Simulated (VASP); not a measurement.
# RbCaH3 (R-3m) in VASP: further runs

RbCaH3 is run at these levels: LDA; tasks: single point.

All numbers are computed with VASP 6.6.1; they aren't measurements. Logs are shortened: lines on timing, memory, paths and dates and some standing lists are left out, and cuts for length are marked.

## 1. The cell of the first run

Symmetry: R-3m, No. 166, trigonal system. Conventional cell: a = 6.788 Å, b = 6.788 Å, c = 7.067 Å, α = 90.00°, β = 90.00°, γ = 120.00°. Rb (site symmetry -3m) has 12 H at 3.06 to 3.39 Å and 2 Ca at 3.53 Å within 4.0 Å. Ca (site symmetry -3m) has 6 H at 2.29 Å within 3.0 Å. H (site symmetry 2/m) has 2 Ca at 2.29 Å within 3.0 Å.

## 2. Single point, LDA

INCAR reads:

```
PREC = Accurate ; ENCUT = 520
EDIFF = 1E-7 ; ISMEAR = 0
SIGMA = 0.05 ; LREAL = False
LASPH = True ; NELM = 100
ALGO = Normal ; ISIF = 2
LWAVE = False ; LCHARG = True
LELF = True ; LVHAR = True
NBANDS = 19
```

KPOINTS reads:

```
regular mesh
0
Gamma
  6 6 6
```

POSCAR reads:

```
RbCaH3
1.0
    4.5601127858     -0.2400059361     -0.2400059361
   -0.2400059361      4.5601127858     -0.2400059361
   -0.2400059361     -0.2400059361      4.5601127858
Rb Ca H
1 1 3
Direct
    0.0000000000      0.0000000000      0.0000000000
    0.5000000000      0.5000000000      0.5000000000
    0.0000000000      0.5000000000      0.5000000000
    0.5000000000      0.0000000000      0.5000000000
    0.5000000000      0.5000000000      0.0000000000
```

Potentials or basis: VASP PAW LDA potentials, release 64 (Rb_sv, Ca_sv, H).

The run is started by

```console
cat potpaw_LDA.64/Rb_sv/POTCAR potpaw_LDA.64/Ca_sv/POTCAR potpaw_LDA.64/H/POTCAR > POTCAR
mpirun -np 1 vasp_std > vasp.out
```

OUTCAR:

```text
PREC = Accurate
   ENCUT = 520
   EDIFF = 1E-7
   ISMEAR = 0
   LREAL = False
   LASPH = True
   NELM = 100
   ISIF = 2

 ion  position               nearest neighbor table
   1  0.000  0.000  0.000-   3 3.06   4 3.06   5 3.06   3 3.06   4 3.06   5 3.06   2 3.53   2 3.53
                             2 4.09   2 4.09   2 4.09   2 4.09   2 4.09   2 4.09
   2  0.500  0.500  0.500-   1 3.53   1 3.53   1 4.09   1 4.09   1 4.09   1 4.09   1 4.09   1 4.09

   3  0.000  0.500  0.500-   1 3.06   1 3.06
   4  0.500  0.000  0.500-   1 3.06   1 3.06
   5  0.500  0.500  0.000-   1 3.06   1 3.06

  LATTYP: Found a trigonal (rhomboedric) cell.
 ALAT       =     4.5727272298
 COS(alpha) =    -0.1019283747

  Lattice vectors:

 A1 = (   4.5601127858,  -0.2400059361,  -0.2400059361)
 A2 = (  -0.2400059361,   4.5601127858,  -0.2400059361)
 A3 = (  -0.2400059361,  -0.2400059361,   4.5601127858)

Analysis of symmetry for initial positions (statically):
=====================================================================
 Subroutine PRICEL returns:
 Original cell was already a primitive cell.

 Routine SETGRP: Setting up the symmetry group for a
 trigonal (rhombohedral) supercell.

 Subroutine GETGRP returns: Found 12 space group operations
 (whereof 12 operations were pure point group operations)
 out of a pool of 12 trial point group operations.

The static configuration has the point symmetry D_3d.

Analysis of symmetry for dynamics (positions and initial velocities):
=====================================================================
 Subroutine PRICEL returns:
 Original cell was already a primitive cell.

 Routine SETGRP: Setting up the symmetry group for a
 trigonal (rhombohedral) supercell.

 Subroutine GETGRP returns: Found 12 space group operations
 (whereof 12 operations were pure point group operations)
 out of a pool of 12 trial point group operations.

The dynamic configuration has the point symmetry D_3d.

 Subroutine INISYM returns: Found 12 space group operations
 (whereof 12 operations are pure point group operations),
 and found     1 'primitive' translations

----------------------------------------------------------------------------------------

                                     Primitive cell

  volume of cell :      94.0102

  direct lattice vectors                    reciprocal lattice vectors
     4.560112786 -0.240005936 -0.240005936     0.220582779  0.012254599  0.012254599
    -0.240005936  4.560112786 -0.240005936     0.012254599  0.220582779  0.012254599
    -0.240005936 -0.240005936  4.560112786     0.012254599  0.012254599  0.220582779

  length of vectors
     4.572727230  4.572727230  4.572727230     0.221262543  0.221262543  0.221262543

  position of ions in fractional coordinates (direct lattice)
     0.000000000  0.000000000  0.000000000
     0.500000000  0.500000000  0.500000000
     0.000000000  0.500000000  0.500000000
     0.500000000  0.000000000  0.500000000
     0.500000000  0.500000000  0.000000000

  ion indices of the primitive-cell ions
   primitive index   ion index
                 1           1
                 2           2
                 3           3
                 4           4
                 5           5

----------------------------------------------------------------------------------------

 KPOINTS: regular mesh

Automatic generation of k-mesh.
 Grid dimensions read from file:
 generate k-points for:    6    6    6

 Generating k-lattice:

  Cartesian coordinates                     Fractional coordinates (reciprocal lattice)
     0.036763797  0.002042433  0.002042433     0.166666667  0.000000000  0.000000000
     0.002042433  0.036763797  0.002042433     0.000000000  0.166666667  0.000000000
     0.002042433  0.002042433  0.036763797     0.000000000  0.000000000  0.166666667

  Length of vectors
     0.036877091  0.036877091  0.036877091

  Shift w.r.t. Gamma in fractional coordinates (k-lattice)
     0.000000000  0.000000000  0.000000000

 Subroutine IBZKPT returns following result:
 ===========================================

 Found     32 irreducible k-points:

 Following reciprocal coordinates:
            Coordinates               Weight
  0.000000  0.000000  0.000000      1.000000
  0.166667  0.000000  0.000000      6.000000
  0.333333  0.000000 -0.000000      6.000000
  0.500000 -0.000000  0.000000      3.000000
  0.166667  0.166667  0.000000      6.000000
  0.333333  0.166667  0.000000     12.000000
[... 16 lines left out ...]
  0.500000  0.500000  0.166667      6.000000
 -0.333333  0.500000  0.166667     12.000000
 [... further k-points ...]
   k-points           NKPTS =     32   k-points in BZ     NKDIM =     32   number of bands    NBANDS=     19
   number of dos      NEDOS =    301   number of ions     NIONS =      5
   total plane-waves  NPLWV =  46656
   dimension x,y,z NGX =    36 NGY =   36 NGZ =   36
   dimension x,y,z NGXF=    72 NGYF=   72 NGZF=   72
   ions per type =               1   1   3
   NGX,Y,Z   is equivalent  to a cutoff of  13.09, 13.09, 13.09 a.u.
   NGXF,Y,Z  is equivalent  to a cutoff of  26.18, 26.18, 26.18 a.u.
 SYSTEM =  unknown system
   PREC   = accura    normal or accurate (medium, high low for compatibility)
   ISTART =      0    job   : 0-new  1-cont  2-samecut
   ICHARG =      2    charge: 1-file 2-atom 10-const
   ISPIN  =      1    spin polarized calculation?
   LNONCOLLINEAR =      F non collinear calculations
   LSORBIT =      F    spin-orbit coupling
   LASPH  =      T    aspherical Exc in radial PAW
   ENCUT  =  520.0 eV  38.22 Ry    6.18 a.u.   8.50  8.50  8.50*2*pi/ulx,y,z
   NELM   =    100;   NELMIN=  2; NELMDL= -5     # of ELM steps
   EDIFF  = 0.1E-06   stopping-criterion for ELM
   LREAL  =      F    real-space projection
   EDIFFG = 0.1E-05   stopping-criterion for IOM
   NSW    =      0    number of steps for IOM
   IBRION =     -1    ionic relax: 0-MD 1-quasi-New 2-CG
   NFREE  =      0    steps in history (QN), initial steepest desc. (CG)
   ISIF   =      2    stress and relaxation
   ISYM   =      2    0-nonsym 1-usesym 2-fastsym
   POTIM  = 0.5000    time-step for ionic-motion
   TEBEG  =    0.0;   TEEND  =   0.0 temperature during run
   PSTRESS=    0.0 pullay stress
   NELECT =      22.0000    total number of electrons
   NUPDOWN=      -1.0000    fix difference up-down
   EMIN   =  10.00;   EMAX   =-10.00  energy-range for DOS
   EFERMI =   0.00;   METHOD = LEGACY
   ISMEAR =     0;   SIGMA  =   0.05  broadening in eV -4-tet -1-fermi 0-gaus
   EFERMI_NEDOS =   21; number of points for ismear=-14 and -15
   IALGO  =     38    algorithm
   IMIX   =      4    mixing-type and parameters
     AMIX     =   0.40;   BMIX     =  1.00
     AMIX_MAG =   1.60;   BMIX_MAG =  1.00
  volume/ion in A,a.u.               =      18.80       126.88
  Fermi-wavevector in a.u.,A,eV,Ry     =   1.008844  1.906439 13.847556  1.017767
  Thomas-Fermi vector in A             =   2.141736
   LORBIT       =      0    0 simple, 1 ext, 2 COOP (PROOUT), +10 PAW based schemes
   GGA     = CA    functional components
   LHFCALC =     F    Hartree Fock is set to
   AEXX    =    0.0000 exact exchange contribution
   IVDW    =     0    specifies the selected vdW correction
   LEPSILON=     F    determine dielectric tensor
   LRPA    =     F    only Hartree local field effects (RPA)
 non-spin polarized calculation
 Gauss-broadening in eV      SIGMA  =   0.05
  energy-cutoff  :      520.00
  volume of cell :       94.01
 maximum number of plane-waves:      2558
 NGX is ok and might be reduce to    36
   NGX = 17   NGY = 17   NGZ = 17

 number of electron      21.9999999 magnetization

 Free energy of the ion-electron system (eV)
  ---------------------------------------------------
  ext. energy  EPLUGINS =         0.00000000
  ---------------------------------------------------
  free energy    TOTEN  =       -15.62851941 eV

  energy without entropy =      -15.62851941  energy(sigma->0) =      -15.62851941

 E-fermi :  -0.8569     XC(G=0):  -8.1946

 val. band max:       -1.0932601842   @ k =   0.5000   0.5000   0.5000
 cond. band min:       1.4985234661   @ k =   0.5000   0.5000   0.0000
 fundamental gap:      2.5917836503
 Fermi energy:        -0.8568912468

 k-point     1 :       0.0000    0.0000    0.0000
  band No.  band energies     occupation
      1     -39.6323      2.00000
      2     -26.6731      2.00000
      3     -21.0304      2.00000
      4     -20.9065      2.00000
      5     -20.9065      2.00000
      6     -10.8849      2.00000
[... 11 lines left out ...]
     18       6.1549      0.00000
     19       6.1874      0.00000

 k-point     2 :       0.1667    0.0000    0.0000
  band No.  band energies     occupation
      1     -39.6320      2.00000
      2     -26.6718      2.00000
      3     -21.0314      2.00000
      4     -20.9117      2.00000
      5     -20.9062      2.00000
      6     -10.9092      2.00000
[... 11 lines left out ...]
     18       5.9795      0.00000
     19       6.4891      0.00000

 k-point     3 :       0.3333    0.0000   -0.0000
  band No.  band energies     occupation
      1     -39.6316      2.00000
      2     -26.6693      2.00000
      3     -21.0339      2.00000
      4     -20.9214      2.00000
      5     -20.9056      2.00000
      6     -10.9831      2.00000
[... 11 lines left out ...]
     18       5.4346      0.00000
     19       5.9232      0.00000

 k-point     4 :       0.5000   -0.0000    0.0000
  band No.  band energies     occupation
      1     -39.6314      2.00000
      2     -26.6680      2.00000
      3     -21.0355      2.00000
      4     -20.9259      2.00000
      5     -20.9052      2.00000
      6     -11.0257      2.00000
[... 407 lines left out ...]
     18       5.9985      0.00000
     19       6.6413      0.00000

 k-point    23 :       0.5000    0.5000    0.1667
  band No.  band energies     occupation
      1     -39.6303      2.00000
      2     -26.6603      2.00000
      3     -21.0459      2.00000
      4     -20.9375      2.00000
      5     -20.9194      2.00000
      6     -10.9818      2.00000
[... 11 lines left out ...]
     18       6.8559      0.00000
     19       7.0262      0.00000

 k-point    24 :      -0.3333    0.5000    0.1667
  band No.  band energies     occupation
      1     -39.6305      2.00000
      2     -26.6621      2.00000
      3     -21.0424      2.00000
      4     -20.9337      2.00000
      5     -20.9184      2.00000
      6     -10.9893      2.00000
[... 11 lines left out ...]
     18       6.6952      0.00000
     19       6.7546      0.00000

 [... further k-points ...]
[... 5 lines left out ...]
  --------------------------------------------------------------------------------------
  -------------------------------------------------------------------------------------
  Total       -1.3732503     -1.3732503     -1.3732503      1.1459752      1.1459752      1.1459752
  in kB      -23.4037491    -23.4037491    -23.4037491     19.5303905     19.5303905     19.5303905
  external PRESSURE =     -23.4037491 kB  Pullay stress =       0.0000000 kB

 VOLUME and BASIS-vectors are now :
 -----------------------------------------------------------------------------
  energy-cutoff  :      520.00
  volume of cell :       94.01
      direct lattice vectors                 reciprocal lattice vectors
     4.560112786 -0.240005936 -0.240005936     0.220582779  0.012254599  0.012254599
    -0.240005936  4.560112786 -0.240005936     0.012254599  0.220582779  0.012254599
    -0.240005936 -0.240005936  4.560112786     0.012254599  0.012254599  0.220582779

 POSITION                                       TOTAL-FORCE (eV/Angst)
 -----------------------------------------------------------------------------------
      0.00000      0.00000      0.00000        -0.000000     -0.000000      0.000000
      2.04005      2.04005      2.04005         0.000000      0.000000     -0.000000
     -0.24001      2.16005      2.16005        -0.000000     -0.000000     -0.000000
      2.16005     -0.24001      2.16005        -0.000000     -0.000000      0.000000
      2.16005      2.16005     -0.24001        -0.000000     -0.000000      0.000000
 -----------------------------------------------------------------------------------
    total drift:                               -0.000000      0.000000      0.000000

  FREE ENERGIE OF THE ION-ELECTRON SYSTEM (eV)
  ---------------------------------------------------
  free  energy   TOTEN  =       -15.6285194135 eV

  energy  without entropy=      -15.6285194135  energy(sigma->0) =      -15.62851941
```

Run time: 22 s. Hardware: 1 thread of Intel Xeon 6975P-C (Granite Rapids), shared host; peak memory 0.2 GiB.

Results:

* Free energy: -15.6285 eV
* Pressure: -2.3 GPa
* Band gap on the k mesh: 2.59 eV, indirect (least direct gap 2.62 eV)

Stress tensor (GPa, compression positive):
```
-2.34  1.95  1.95
 1.95 -2.34  1.95
 1.95  1.95 -2.34
```

Levels at points of the mesh, in eV from the valence-band top:
| k point | band 8 | band 9 | band 10 | band 11 | band 12 | band 13 | band 14 | band 15 |
| --- | --- | --- | --- | --- | --- | --- | --- | --- |
| (0.00, 0.00, 0.00) | -9.67 | -3.13 | -0.66 | -0.66 | 4.96 | 5.42 | 5.42 | 6.82 |
| (0.50, 0.00, 0.00) | -9.66 | -1.81 | -1.05 | -0.39 | 5.05 | 5.07 | 5.17 | 5.62 |
| (0.50, 0.50, 0.00) | -9.67 | -1.48 | -0.55 | -0.03 | 2.59 | 4.23 | 4.47 | 5.32 |
| (0.50, 0.50, 0.50) | -9.81 | -0.76 | -0.76 | 0.00 | 3.67 | 3.67 | 4.31 | 5.15 |

[end of part 1 of 2]
